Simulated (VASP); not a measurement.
Set up this calculation in VASP 6.6.1, as the native input.

```yaml
Task: single point
Functional: PBEsol
Potentials_or_basis: VASP PAW PBE potentials, release 64 (C)
Cutoff: 520 eV
k_mesh: 14 × 14 × 6
Occupations: fermi-dirac, width 0.1 eV
Spin: no spin polarisation
Dipole_correction: no
Further_INCAR_settings: ALGO = Normal; EDIFF = 1e-06; NBANDS = 16
```

The structure of C lies in POSCAR:

```
C
1.0
    2.4588679815      0.0000000000      0.0000000000
   -1.2294339908      2.1294421365      0.0000000000
    0.0000000000      0.0000000000      7.2472909955
C
4
Direct
    0.0000000000      0.0000000000      0.0025001411
    0.0000000000      0.0000000000      0.5025001411
    0.3333333333      0.6666666667      0.0024998589
    0.6666666667      0.3333333333      0.5024998589
```

One way to write it, as run:

INCAR

```
PREC = Accurate
ENCUT = 520
EDIFF = 1E-6
ISMEAR = -1
SIGMA = 0.1
LREAL = False
LASPH = True
NELM = 60
ALGO = Normal
ISIF = 2
LWAVE = False
LCHARG = True
GGA = PS
LELF = True
LVHAR = True
NBANDS = 16
```

KPOINTS

```
regular mesh
0
Gamma
  14 14 6
```

Potentials or basis: VASP PAW PBE potentials, release 64 (C).

Command:

```sh
$ cat potpaw_PBE.64/C/POTCAR > POTCAR
$ mpirun -np 1 vasp_std > vasp.out
```

Results of the run:

```json
{
 "Pressure": "0.6 GPa",
 "Band gap on the k mesh": "1.01 eV, direct"
}
```

Caveat: the PAW data sets were made with another functional, which shifts forces and pressure a little; this functional lacks dispersion, which binds the layers, so the pressure and a relaxed spacing across them are unreliable.

Run time: 36 s on 1 thread of Intel Xeon 6975P-C, with other jobs on the host, peak memory 0.17 GiB.
